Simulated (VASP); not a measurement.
# Mg2SiN2 (I4/mmm) in VASP: a series of runs

Runs on Mg2SiN2. Level: PBE. Tasks: single point, relaxation of cell and atoms.

Program: VASP 6.6.1. These are calculated values, not measurements. Logs are shortened: lines on timing, memory, paths and dates and some standing lists are left out, and cuts for length are marked.

## (1) The cell of the first run

The structure is tetragonal, space group I4/mmm (No. 139). The conventional cell has a = 3.764 Å, b = 3.764 Å, c = 9.613 Å, α = 90.00°, β = 90.00°, γ = 90.00°. Mg (site symmetry -4m2) has 4 N at 2.08 Å and 4 Mg at 2.66 Å within 2.8 Å. Within 4.0 Å of Si (site symmetry 4/mmm) lie 8 Mg at 3.05 Å and 10 N at 3.06 to 3.29 Å and 4 Si at 3.76 Å. N (site symmetry 4mm) has 4 Mg at 2.08 Å within 2.8 Å.

The cell was generated, and may not be a known phase.

## (2) Single point, PBE

Input file INCAR:

```
PREC = Accurate
ENCUT = 520
EDIFF = 1E-6
ISMEAR = 0
SIGMA = 0.1
LREAL = F
LASPH = T
NELM = 60
ALGO = Normal
ISIF = 2
LWAVE = F
LCHARG = F
GGA = PE
NBANDS = 17
```

Input file KPOINTS:

```
regular mesh
0
Gamma
  14 14 14
```

Input file POSCAR:

```
Mg2SiN2
1.0
   -1.8820000880      1.8820000880      4.8062729833
    1.8820000880     -1.8820000880      4.8062729833
    1.8820000880      1.8820000880     -4.8062729833
Mg Si N
2 1 2
Direct
    0.7500000000      0.2500000000      0.5000000000
    0.2500000000      0.7500000000      0.5000000000
    0.5000000000      0.5000000000      0.0000000000
    0.1580527008      0.1580527008      0.0000000000
    0.8419472992      0.8419472992      0.0000000000
```

Potentials or basis: VASP PAW PBE potentials, release 64 (Mg, Si, N).

Run with:

```bash
$ cat potpaw_PBE.64/Mg/POTCAR potpaw_PBE.64/Si/POTCAR potpaw_PBE.64/N/POTCAR > POTCAR
$ mpirun -np 1 vasp_std > vasp.out
```

OUTCAR:

```text
PREC = Accurate
   ENCUT = 520
   EDIFF = 1E-6
   ISMEAR = 0
   LREAL = F
   LASPH = T
   NELM = 60
   ISIF = 2
   GGA = PE

 ion  position               nearest neighbor table
   1  0.750  0.250  0.500-   5 2.08   4 2.08   5 2.08   4 2.08   2 2.66   2 2.66   2 2.66   2 2.66
                             3 3.05   3 3.05   3 3.05   3 3.05
   2  0.250  0.750  0.500-   5 2.08   4 2.08   5 2.08   4 2.08   1 2.66   1 2.66   1 2.66   1 2.66
                             3 3.05   3 3.05   3 3.05   3 3.05
   3  0.500  0.500  0.000-   1 3.05   2 3.05   1 3.05   2 3.05   2 3.05   1 3.05   2 3.05   1 3.05

   4  0.158  0.158  0.000-   1 2.08   2 2.08   1 2.08   2 2.08
   5  0.842  0.842  0.000-   1 2.08   2 2.08   1 2.08   2 2.08

  LATTYP: Found a body centered tetragonal cell.
 ALAT       =     3.7640001760
 C/A-ratio  =     2.5538112426

  Lattice vectors:

 A1 = (  -1.8820000880,   1.8820000880,   4.8062729833)
 A2 = (   1.8820000880,  -1.8820000880,   4.8062729833)
 A3 = (   1.8820000880,   1.8820000880,  -4.8062729833)

Analysis of symmetry for initial positions (statically):
=====================================================================
 Subroutine PRICEL returns:
 Original cell was already a primitive cell.

 Routine SETGRP: Setting up the symmetry group for a
 body centered tetragonal supercell.

 Subroutine GETGRP returns: Found 16 space group operations
 (whereof 16 operations were pure point group operations)
 out of a pool of 16 trial point group operations.

The static configuration has the point symmetry D_4h.

Analysis of symmetry for dynamics (positions and initial velocities):
=====================================================================
 Subroutine PRICEL returns:
 Original cell was already a primitive cell.

 Routine SETGRP: Setting up the symmetry group for a
 body centered tetragonal supercell.

 Subroutine GETGRP returns: Found 16 space group operations
 (whereof 16 operations were pure point group operations)
 out of a pool of 16 trial point group operations.

The dynamic configuration has the point symmetry D_4h.

 Subroutine INISYM returns: Found 16 space group operations
 (whereof 16 operations are pure point group operations),
 and found     1 'primitive' translations

----------------------------------------------------------------------------------------

                                     Primitive cell

[... 94 lines left out ...]
   ENCUT  =  520.0 eV  38.22 Ry    6.18 a.u.  10.22 10.22 10.22*2*pi/ulx,y,z
   NELM   =     60;   NELMIN=  2; NELMDL= -5     # of ELM steps
   EDIFF  = 0.1E-05   stopping-criterion for ELM
   LREAL  =      F    real-space projection
   EDIFFG = 0.1E-04   stopping-criterion for IOM
   NSW    =      0    number of steps for IOM
   IBRION =     -1    ionic relax: 0-MD 1-quasi-New 2-CG
   NFREE  =      0    steps in history (QN), initial steepest desc. (CG)
   ISIF   =      2    stress and relaxation
   ISYM   =      2    0-nonsym 1-usesym 2-fastsym
   POTIM  = 0.5000    time-step for ionic-motion
   TEBEG  =    0.0;   TEEND  =   0.0 temperature during run
   PSTRESS=    0.0 pullay stress
   NELECT =      18.0000    total number of electrons
   NUPDOWN=      -1.0000    fix difference up-down
   EMIN   =  10.00;   EMAX   =-10.00  energy-range for DOS
   EFERMI =   0.00;   METHOD = LEGACY
   ISMEAR =     0;   SIGMA  =   0.10  broadening in eV -4-tet -1-fermi 0-gaus
   EFERMI_NEDOS =   21; number of points for ismear=-14 and -15
   IALGO  =     38    algorithm
   IMIX   =      4    mixing-type and parameters
     AMIX     =   0.40;   BMIX     =  1.00
     AMIX_MAG =   1.60;   BMIX_MAG =  1.00
  volume/ion in A,a.u.               =      13.62        91.90
  Fermi-wavevector in a.u.,A,eV,Ry     =   1.050662  1.985464 15.019349  1.103891
  Thomas-Fermi vector in A             =   2.185674
   LORBIT       =      0    0 simple, 1 ext, 2 COOP (PROOUT), +10 PAW based schemes
   GGA     = PE    functional components
   LHFCALC =     F    Hartree Fock is set to
   AEXX    =    0.0000 exact exchange contribution
   IVDW    =     0    specifies the selected vdW correction
   LEPSILON=     F    determine dielectric tensor
   LRPA    =     F    only Hartree local field effects (RPA)
 non-spin polarized calculation
 Gauss-broadening in eV      SIGMA  =   0.10
  energy-cutoff  :      520.00
  volume of cell :       68.09
 maximum number of plane-waves:      1850
 NGX is ok and might be reduce to    42
   NGX = 21   NGY = 21   NGZ = 21

 number of electron      18.0000000 magnetization

 Free energy of the ion-electron system (eV)
  ---------------------------------------------------
  ext. energy  EPLUGINS =         0.00000000
  ---------------------------------------------------
  free energy    TOTEN  =       -22.76024434 eV

  energy without entropy =      -22.76000775  energy(sigma->0) =      -22.76012604

 E-fermi :   3.8527     XC(G=0): -10.0308

 val. band max:        3.7244072156   @ k =   0.5000   0.5000   0.5000
 cond. band min:       3.9702518051   @ k =  -0.4286   0.5000   0.4286
 fundamental gap:      0.2458445895
 Fermi energy:         3.8527091820

 k-point     1 :       0.0000    0.0000    0.0000
  band No.  band energies     occupation
      1      -9.9079      2.00000
      2      -8.1376      2.00000
      3      -2.9742      2.00000
      4       1.0556      2.00000
      5       1.5529      2.00000
      6       1.6271      2.00000
[... 457 lines left out ...]
      4       0.1497      2.00000
      5       0.7183      2.00000
      6       1.8256      2.00000
[... 9 lines left out ...]
     16      12.1902      0.00000
     17      14.0941      0.00000

 [... further k-points ...]
[... 5 lines left out ...]
  --------------------------------------------------------------------------------------
  -------------------------------------------------------------------------------------
  Total       -0.0367262     -0.0367262     -0.0681331      0.0000000     -0.0000000      0.0000000
  in kB       -0.8641296     -0.8641296     -1.6031007      0.0000000     -0.0000000      0.0000000
  external PRESSURE =      -1.1104533 kB  Pullay stress =       0.0000000 kB

 VOLUME and BASIS-vectors are now :
 -----------------------------------------------------------------------------
  energy-cutoff  :      520.00
  volume of cell :       68.09
      direct lattice vectors                 reciprocal lattice vectors
    -1.882000088  1.882000088  4.806272983     0.000000000  0.265674802  0.104030712
     1.882000088 -1.882000088  4.806272983     0.265674802  0.000000000  0.104030712
     1.882000088  1.882000088 -4.806272983     0.265674802  0.265674802  0.000000000

 POSITION                                       TOTAL-FORCE (eV/Angst)
 -----------------------------------------------------------------------------------
     -0.00000      1.88200      2.40314         0.000000      0.000000     -0.000000
      1.88200     -0.00000      2.40314         0.000000      0.000000      0.000000
      0.00000      0.00000      4.80627         0.000000      0.000000      0.000000
      0.00000      0.00000      1.51929        -0.000000     -0.000000      0.011829
      0.00000      0.00000      8.09326         0.000000      0.000000     -0.011829
 -----------------------------------------------------------------------------------
    total drift:                                0.000000      0.000000     -0.000000

  FREE ENERGIE OF THE ION-ELECTRON SYSTEM (eV)
  ---------------------------------------------------
  free  energy   TOTEN  =       -22.7602443370 eV

  energy  without entropy=      -22.7600077464  energy(sigma->0) =      -22.76012604
```

OSZICAR:

```text
N       E                     dE             d eps       ncg     rms          rms(c)
DAV:   1     0.542153200150E+02    0.54215E+02   -0.77064E+03  8304   0.904E+02
DAV:   2    -0.239967116760E+02   -0.78212E+02   -0.71288E+02 10893   0.172E+02
DAV:   3    -0.295303436707E+02   -0.55336E+01   -0.54953E+01 10302   0.480E+01
DAV:   4    -0.295713651297E+02   -0.41021E-01   -0.41004E-01 10893   0.470E+00
DAV:   5    -0.295717222143E+02   -0.35708E-03   -0.35700E-03 10869   0.423E-01    0.134E+01
DAV:   6    -0.237329454937E+02    0.58388E+01   -0.28901E+01 10585   0.330E+01    0.805E+00
DAV:   7    -0.228544517711E+02    0.87849E+00   -0.41898E+00 10211   0.119E+01    0.272E+00
DAV:   8    -0.228036163988E+02    0.50835E-01   -0.35481E-01  9388   0.396E+00    0.165E+00
DAV:   9    -0.227670634694E+02    0.36553E-01   -0.95352E-02 10336   0.201E+00    0.639E-01
DAV:  10    -0.227608354694E+02    0.62280E-02   -0.22818E-02 10049   0.102E+00    0.193E-01
DAV:  11    -0.227602499868E+02    0.58548E-03   -0.21879E-03 10543   0.348E-01    0.859E-02
DAV:  12    -0.227602881819E+02   -0.38195E-04   -0.34927E-04 11032   0.125E-01    0.795E-02
DAV:  13    -0.227602555519E+02    0.32630E-04   -0.39445E-05 10192   0.416E-02    0.428E-02
DAV:  14    -0.227602445100E+02    0.11042E-04   -0.50695E-05  9643   0.395E-02    0.669E-03
DAV:  15    -0.227602443370E+02    0.17296E-06   -0.12582E-06  7035   0.770E-03
   1 F= -.22760244E+02 E0= -.22760126E+02  d E =-.236591E-03
```

It took 6.7 min on 1 thread of Intel Xeon Platinum 8259CL at 2.50GHz (Skylake/Cascade Lake), shared host; peak memory 0.46 GiB.

What came out:

```
Free energy            : -22.7602 eV
Pressure               : -0.1 GPa
Largest force          : 0.012 eV/Å
Band gap on the k mesh : 0.01 eV (least direct gap 0.02 eV)
```

Forces on the atoms (eV/Å):
```
Mg   0.000  0.000  0.000
Mg   0.000  0.000  0.000
Si   0.000  0.000  0.000
N    0.000  0.000  0.012
N    0.000  0.000 -0.012
```

Caveat: the smearing spreads over this small gap; semilocal functionals underestimate gaps, and a narrow one can read as zero. A k mesh can miss the band edges.

## (3) Relaxation of cell and atoms, PBE

This run uses another cell than the first one, of 13.59 Å³/atom.

Input file INCAR:

```
SYSTEM = Mg2SiN2
PREC = Accurate
ENCUT = 600
EDIFF = 1E-6
ISMEAR = 0
SIGMA = 0.1
LREAL = .False.
LASPH = .True.
NELM = 100
ALGO = Normal
ISIF = 3
LWAVE = .False.
LCHARG = .False.
GGA = PE
IBRION = 2
NSW = 100
EDIFFG = -0.01
```

Input file KPOINTS:

```
regular mesh
0
Gamma
  14 14 14
  0 0 0
```

Input file POSCAR:

```
Mg2SiN2
1.0
   -1.8735230799      1.8735230799      4.8398225380
    1.8735230799     -1.8735230799      4.8398225380
    1.8735230799      1.8735230799     -4.8398225380
Mg Si N
2 1 2
Direct
    0.7500000000      0.2500000000      0.5000000000
    0.2500000000      0.7500000000      0.5000000000
    0.5000000000      0.5000000000      0.0000000000
    0.1568841538      0.1568841538      0.0000000000
    0.8431158462      0.8431158462      0.0000000000
```

Potentials or basis: VASP PAW PBE potentials, release 64 (Mg, Si, N).

Run with:

```bash
$ cat potpaw_PBE.64/Mg/POTCAR potpaw_PBE.64/Si/POTCAR potpaw_PBE.64/N/POTCAR > POTCAR
$ mpirun -np 1 vasp_std > vasp.out
```

It took 28 min on 1 thread of Intel Xeon Platinum 8259CL at 2.50GHz (Skylake/Cascade Lake), shared host; peak memory 0.57 GiB.

Results (log left out):

```yaml
Free_energy: -22.7635 eV
Relaxed_volume: 13.58 Å³/atom
Relaxed_cell: a = 5.480 Å, b = 5.480 Å, c = 5.480 Å, α = 139.82°, β = 139.82°, γ = 58.12°
Space_group_after_relaxing_to_0.1_Å: I4/mmm (No. 139)
Energy_gained_by_relaxing: 0.3 meV/atom
Ionic_steps: 9
Pressure_after_relaxing: 0.0 GPa
Band_gap_on_the_k_mesh: 0.02 eV (least direct gap 0.04 eV)
```

Forces in eV/Å, atoms in the order of the input:
```
Mg   0.000  0.000  0.000
Mg   0.000  0.000  0.000
Si   0.000  0.000  0.000
N    0.000  0.000 -0.002
N    0.000  0.000  0.002
```

Step by step:
```tsv
step	energy change (eV)	largest force (eV/Å)	pressure (GPa)	volume (Å³)
1	0.0000	0.0193	-0.14	67.95
2	-0.0004	0.0112	0.01	67.83
3	-0.0007	0.0027	0.28	67.62
4	-0.0010	0.0120	0.16	67.67
5	-0.0011	0.0322	0.01	67.75
6	-0.0012	0.0259	0.01	67.77
7	-0.0013	0.0123	0.02	67.83
8	-0.0013	0.0155	0.05	67.94
9	-0.0014	0.0021	0.05	67.88
```

Final structure:
```
Mg Si N
1.0
    -1.88222    1.88222    4.79034
     1.88222   -1.88222    4.79034
     1.88222    1.88222   -4.79034
Mg Si N
2 1 2
Direct
  0.75000 0.25000 0.50000
  0.25000 0.75000 0.50000
  0.50000 0.50000 0.00000
  0.15819 0.15819 0.00000
  0.84181 0.84181 0.00000
```

Levels at points of the mesh, in eV from the valence-band top:
```
           k point  band 6  band 7  band 8  band 9  band 10  band 11  band 12  band 13
(0.00, 0.00, 0.00)   -2.11   -2.11   -1.22   -1.22     2.34     2.92     2.92     5.37
(0.50, 0.00, 0.00)   -1.48   -1.44   -1.21   -0.12     1.26     1.89     2.19     5.54
(0.50, 0.50, 0.00)   -2.99   -1.77   -1.46   -1.22     1.37     1.51     2.02     7.15
(0.50, 0.50, 0.50)   -1.31   -0.55   -0.55   -0.02     0.02     3.07     3.07     4.69
```

Caveat: the smearing spreads over this small gap; semilocal functionals underestimate gaps, and a narrow one can read as zero. A k mesh can miss the band edges.

The gap in the log of VASP goes by the Fermi energy; the results here count the filled bands.